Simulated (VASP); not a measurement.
**Cr: relaxation of cell and atoms with PBEsol**

The system is Cr.

```
Cr
1.0
     2.49753    0.00000    0.00000
    -0.83251    2.35469    0.00000
    -0.83251   -1.17735    2.03923
Cr
1
Direct
  0.00000 0.00000 0.00000
```

| Item | Value |
| --- | --- |
| Program | VASP 6.6.1 |
| Task | relaxation of cell and atoms |
| Functional | PBEsol |
| Potentials or basis | VASP PAW PBE potentials, release 64 (Cr_pv) |
| Cutoff | 600 eV |
| k mesh | 19 × 19 × 19 |
| Occupations | fermi-dirac, width 0.1 eV |
| Spin | collinear spin, ferromagnetic start |
| Starting moments | [3.0] μB |
| Target pressure | 5 GPa |
| Dipole correction | no |
| Further INCAR settings | ALGO = Normal; EDIFF = 1e-07; IBRION = 2; EDIFFG = -0.01; NSW = 80; ISIF = 3 |

```
Relaxed volume                                             : 10.94 Å³/atom
Relaxed cell                                               : a = 2.422 Å, b = 2.422 Å, c = 2.422 Å, α = 109.47°, β = 109.47°, γ = 109.47°
Space group after relaxing (to 0.1 Å)                      : Im-3m (No. 229)
Energy change on relaxing (the run minimises the enthalpy) : -49.2 meV/atom
Ionic steps                                                : 7
Pressure after relaxing                                    : 5.0 GPa
Band gap on the k mesh                                     : zero (filled and empty bands overlap)
Net moment                                                 : 0.00 μB per cell
Valence electrons inside the program's atomic spheres      : Cr 11.18
```

Step by step:
```csv
step,energy change (eV),largest force (eV/Å),pressure (GPa),volume (Å³)
1,0.0000,0.0000,-18.02,11.99
2,0.3360,0.0000,77.44,9.24
3,-0.0506,0.0000,3.48,10.99
4,-0.0495,0.0000,4.72,10.95
5,-0.0489,0.0000,5.28,10.93
6,-0.0497,0.0000,4.54,10.96
7,-0.0492,0.0000,5.01,10.94
```

Final structure:
```
Cr
1.0
     2.42215    0.00000    0.00000
    -0.80738    2.28362    0.00000
    -0.80738   -1.14181    1.97768
Cr
1
Direct
  0.00000 0.00000 0.00000
```

Levels at points of the mesh, in eV from the Fermi level:
Spin up:
| k point | band 4 | band 5 | band 6 | band 7 | band 8 | band 9 |
| --- | --- | --- | --- | --- | --- | --- |
| (0.00, 0.00, 0.00) | -8.06 | -0.97 | -0.97 | -0.97 | 1.21 | 1.21 |
Spin down:
```
           k point  band 2  band 3  band 4  band 5  band 6  band 7  band 8  band 9  band 10  band 11
(0.00, 0.00, 0.00)  -42.49  -42.49   -8.06   -0.97   -0.97   -0.97    1.21    1.21     7.14    22.72
```

Run time: 110 s on 1 thread of Intel(R) Xeon(R) 6975P-C (Granite Rapids) (shared host), peak memory 0.2 GiB.

Caveat: the cell is relaxed towards a set pressure, so the run minimises the enthalpy, not the energy; an empty level that is flat over the whole mesh can mark a ghost state of the potentials, or a narrow d or f band; the PAW data sets were made with another functional, which shifts forces and pressure a little.
